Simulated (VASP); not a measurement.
# Al5As (F-43m) in VASP: density of states with PBE

Aim: the density of states of Al5As with PBE.

Everything below comes from runs of VASP 6.6.1. Logs are shortened: lines on timing, memory, paths and dates and some standing lists are left out, and cuts for length are marked.

## (1) The cell of the first run

The structure is cubic, space group F-43m (No. 216). Conventional cell: a = 9.176 Å, b = 9.176 Å, c = 9.176 Å, α = 90.00°, β = 90.00°, γ = 90.00°. Within 3.2 Å of Al (site symmetry 3m) lie 1 As at 2.40 Å and 3 Al at 2.58 Å. Al (site symmetry -43m) has 12 Al at 3.90 Å and 4 As at 3.97 Å within 5.1 Å. Within 3.2 Å of As (site symmetry -43m) lie 4 Al at 2.40 Å.

## (2) Density of states, PBE

POSCAR reads:

```
Al5As
1.0
    0.0000000000      4.5881334838      4.5881334838
    4.5881334838      0.0000000000      4.5881334838
    4.5881334838      4.5881334838      0.0000000000
Al As
5 1
Direct
    0.4007647688      0.7977056936      0.4007647688
    0.4007647688      0.4007647688      0.4007647688
    0.7977056936      0.4007647688      0.4007647688
    0.4007647688      0.4007647688      0.7977056936
    0.0000000000      0.0000000000      0.0000000000
    0.2500000000      0.2500000000      0.2500000000
```

INCAR.step1 reads:

```
SYSTEM = Al5As
PREC = Accurate
ENCUT = 520
EDIFF = 1E-6
ISMEAR = 0
SIGMA = 0.1
LREAL = .False.
LASPH = .True.
NELM = 100
ALGO = Normal
ISIF = 2
LWAVE = .False.
LCHARG = .True.
GGA = PE
NBANDS = 19
```

KPOINTS.step1 reads:

```
regular mesh
0
Gamma
  8 8 8
  0 0 0
```

INCAR.step2 reads:

```
SYSTEM = Al5As
PREC = Accurate
ENCUT = 520
EDIFF = 1E-6
ISMEAR = -5
SIGMA = 0.1
LREAL = .False.
LASPH = .True.
NELM = 100
ALGO = Normal
ISIF = 2
LWAVE = .False.
LCHARG = .False.
GGA = PE
LORBIT = 11
NEDOS = 1001
ICHARG = 11
```

KPOINTS.step2 reads:

```
regular mesh
0
Gamma
  12 12 12
  0 0 0
```

Potentials or basis: VASP PAW PBE potentials, release 64 (Al, As).

Run with:

```
cat potpaw_PBE.64/Al/POTCAR potpaw_PBE.64/As/POTCAR > POTCAR
cp INCAR.step1 INCAR
cp KPOINTS.step1 KPOINTS
mpirun -np 1 vasp_std > vasp.out
cp INCAR.step2 INCAR
cp KPOINTS.step2 KPOINTS
mpirun -np 1 vasp_std > vasp.out
```

OUTCAR:

```text
SYSTEM = Al5As
   PREC = Accurate
   ENCUT = 520
   EDIFF = 1E-6
   ISMEAR = -5
   LREAL = .False.
   LASPH = .True.
   NELM = 100
   ISIF = 2
   GGA = PE
   LORBIT = 11
   ICHARG = 11

 ion  position               nearest neighbor table
   1  0.401  0.798  0.401-   6 2.40   3 2.58   4 2.58   2 2.58
   2  0.401  0.401  0.401-   6 2.40   3 2.58   4 2.58   1 2.58
   3  0.798  0.401  0.401-   6 2.40   2 2.58   4 2.58   1 2.58
   4  0.401  0.401  0.798-   6 2.40   2 2.58   3 2.58   1 2.58
   5  0.000  0.000  0.000-
   6  0.250  0.250  0.250-   1 2.40   3 2.40   4 2.40   2 2.40

  LATTYP: Found a face centered cubic cell.
 ALAT       =     9.1762669676

  Lattice vectors:

 A1 = (   0.0000000000,   4.5881334838,   4.5881334838)
 A2 = (   4.5881334838,   0.0000000000,   4.5881334838)
 A3 = (   4.5881334838,   4.5881334838,   0.0000000000)

Analysis of symmetry for initial positions (statically):
=====================================================================
 Subroutine PRICEL returns:
 Original cell was already a primitive cell.

 Routine SETGRP: Setting up the symmetry group for a
 face centered cubic supercell.

 Subroutine GETGRP returns: Found 24 space group operations
 (whereof 24 operations were pure point group operations)
 out of a pool of 48 trial point group operations.

The static configuration has the point symmetry T_d .

Analysis of symmetry for dynamics (positions and initial velocities):
=====================================================================
 Subroutine PRICEL returns:
 Original cell was already a primitive cell.

 Routine SETGRP: Setting up the symmetry group for a
 face centered cubic supercell.

 Subroutine GETGRP returns: Found 24 space group operations
 (whereof 24 operations were pure point group operations)
 out of a pool of 48 trial point group operations.

The dynamic configuration has the point symmetry T_d .

 Subroutine INISYM returns: Found 24 space group operations
 (whereof 24 operations are pure point group operations),
 and found     1 'primitive' translations

----------------------------------------------------------------------------------------

                                     Primitive cell

  volume of cell :     193.1693

  direct lattice vectors                    reciprocal lattice vectors
     0.000000000  4.588133484  4.588133484    -0.108976777  0.108976777  0.108976777
     4.588133484  0.000000000  4.588133484     0.108976777 -0.108976777  0.108976777
     4.588133484  4.588133484  0.000000000     0.108976777  0.108976777 -0.108976777

  length of vectors
[... 115 lines left out ...]
  Thomas-Fermi vector in A             =   1.869562
   LORBIT       =     11    0 simple, 1 ext, 2 COOP (PROOUT), +10 PAW based schemes
   GGA     = PE    functional components
   LHFCALC =     F    Hartree Fock is set to
   AEXX    =    0.0000 exact exchange contribution
   IVDW    =     0    specifies the selected vdW correction
   LEPSILON=     F    determine dielectric tensor
   LRPA    =     F    only Hartree local field effects (RPA)
 non-spin polarized calculation
 Fermi weights with tetrahedron method with Bloechl corrections
  energy-cutoff  :      520.00
  volume of cell :      193.17
 maximum number of plane-waves:      5237

 number of electron      19.9999999 magnetization

 Free energy of the ion-electron system (eV)
  ---------------------------------------------------
  ext. energy  EPLUGINS =         0.00000000
  ---------------------------------------------------
  free energy    TOTEN  =       -19.42614418 eV

  energy without entropy =      -19.42614418  energy(sigma->0) =      -19.42614418

 E-fermi :   2.4525     XC(G=0):  -7.4616

 val. band max:        2.4849801758   @ k =   0.0833   0.0000   0.0000
 cond. band min:       2.4616740916   @ k =  -0.0833   0.0833   0.0000
 fundamental gap:     -0.0233060841
 Fermi energy:         2.4524991623

 k-point     1 :       0.0000    0.0000    0.0000
  band No.  band energies     occupation
      1      -9.6619      2.00000
      2      -5.0006      2.00000
      3      -2.4142      2.00000
      4      -2.4142      2.00000
      5      -2.4142      2.00000
      6      -1.4617      2.00000
      7      -0.1382      2.00000
      8      -0.1382      2.00000
      9      -0.1382      2.00000
     10       2.5793     -0.29263
     11       2.5793      0.00000
     12       3.6460      0.00000
     13       3.6460      0.00000
     14       3.6460      0.00000
[... 377 lines left out ...]
      1      -9.5740      2.00000
      2      -5.4257      2.00000
      3      -3.1177      2.00000
      4      -2.6571      2.00000
      5      -2.1260      2.00000
      6      -0.9981      2.00000
      7       0.3753      2.00000
      8       0.5201      2.00000
      9       0.6522      2.00000
     10       2.1791      2.00000
     11       2.6197     -0.10827
     12       3.0536      0.00000
     13       4.4506      0.00000
     14       4.6503      0.00000

 [... further k-points ...]
[... 5 lines left out ...]
  --------------------------------------------------------------------------------------
  -------------------------------------------------------------------------------------
  Total        0.0203346      0.0203346      0.0203346      0.0000000      0.0000000      0.0000000
  in kB        0.1686580      0.1686580      0.1686580      0.0000000      0.0000000      0.0000000
  external PRESSURE =       0.1686580 kB  Pullay stress =       0.0000000 kB

 VOLUME and BASIS-vectors are now :
 -----------------------------------------------------------------------------
  energy-cutoff  :      520.00
  volume of cell :      193.17
      direct lattice vectors                 reciprocal lattice vectors
     0.000000000  4.588133484  4.588133484    -0.108976777  0.108976777  0.108976777
     4.588133484  0.000000000  4.588133484     0.108976777 -0.108976777  0.108976777
     4.588133484  4.588133484  0.000000000     0.108976777  0.108976777 -0.108976777

 POSITION                                       TOTAL-FORCE (eV/Angst)
 -----------------------------------------------------------------------------------
      5.49874      3.67752      5.49874        -0.013358      0.013358     -0.013358
      3.67752      3.67752      3.67752         0.013358      0.013358      0.013358
      3.67752      5.49874      5.49874         0.013358     -0.013358     -0.013358
      5.49874      5.49874      3.67752        -0.013358     -0.013358      0.013358
      0.00000      0.00000      0.00000        -0.000000     -0.000000     -0.000000
      2.29407      2.29407      2.29407        -0.000000     -0.000000     -0.000000
 -----------------------------------------------------------------------------------
    total drift:                               -0.000056     -0.000056     -0.000056

  FREE ENERGIE OF THE ION-ELECTRON SYSTEM (eV)
  ---------------------------------------------------
  free  energy   TOTEN  =       -19.4261441824 eV

  energy  without entropy=      -19.4261441824  energy(sigma->0) =      -19.42614418

 total charge

# of ion       s       p       d       tot
------------------------------------------
    1        0.453   0.341   0.000   0.794
    2        0.453   0.341   0.000   0.794
    3        0.453   0.341   0.000   0.794
    4        0.453   0.341   0.000   0.794
    5        0.577   0.137   0.000   0.713
    6        1.210   1.668   0.040   2.918
--------------------------------------------------
tot          3.598   3.168   0.040   6.805
```

OSZICAR.step1:

```text
N       E                     dE             d eps       ncg     rms          rms(c)
DAV:   1     0.393007630823E+02    0.39301E+02   -0.62018E+03  1102   0.762E+02
DAV:   2    -0.165857769464E+02   -0.55887E+02   -0.53412E+02  1406   0.111E+02
DAV:   3    -0.206155713267E+02   -0.40298E+01   -0.39943E+01  1467   0.283E+01
DAV:   4    -0.207086541739E+02   -0.93083E-01   -0.93023E-01  1375   0.506E+00
DAV:   5    -0.207120741913E+02   -0.34200E-02   -0.34200E-02  1605   0.965E-01    0.499E+00
DAV:   6    -0.195401079329E+02    0.11720E+01   -0.16575E+00  1178   0.504E+00    0.266E+00
DAV:   7    -0.194290678743E+02    0.11104E+00   -0.83842E-01  1385   0.343E+00    0.968E-01
DAV:   8    -0.194376881756E+02   -0.86203E-02   -0.10103E-01  1179   0.140E+00    0.330E-01
DAV:   9    -0.194370083870E+02    0.67979E-03   -0.26101E-02  1165   0.702E-01    0.140E-01
DAV:  10    -0.194364671859E+02    0.54120E-03   -0.57614E-03  1227   0.348E-01    0.762E-02
DAV:  11    -0.194368927452E+02   -0.42556E-03   -0.87559E-04  1321   0.130E-01    0.285E-02
DAV:  12    -0.194369348029E+02   -0.42058E-04   -0.98565E-05  1411   0.433E-02    0.167E-02
DAV:  13    -0.194369601552E+02   -0.25352E-04   -0.32269E-05  1283   0.243E-02    0.131E-02
DAV:  14    -0.194369534795E+02    0.66757E-05   -0.24253E-05  1252   0.196E-02    0.245E-03
DAV:  15    -0.194369548480E+02   -0.13685E-05   -0.80707E-06  1384   0.123E-02    0.331E-03
DAV:  16    -0.194369545062E+02    0.34182E-06   -0.12832E-06   735   0.544E-03
   1 F= -.19436955E+02 E0= -.19426676E+02  d E =-.205569E-01
```

Run time: 97 s. Hardware: 1 thread of Intel Xeon 6975P-C (Granite Rapids), shared host; peak memory 0.42 GiB.

What came out:

* Valence electrons inside the program's atomic spheres: Al 0.79, 0.71; As 2.92

Caveat: tetrahedron occupations give inexact forces and stress in metals.
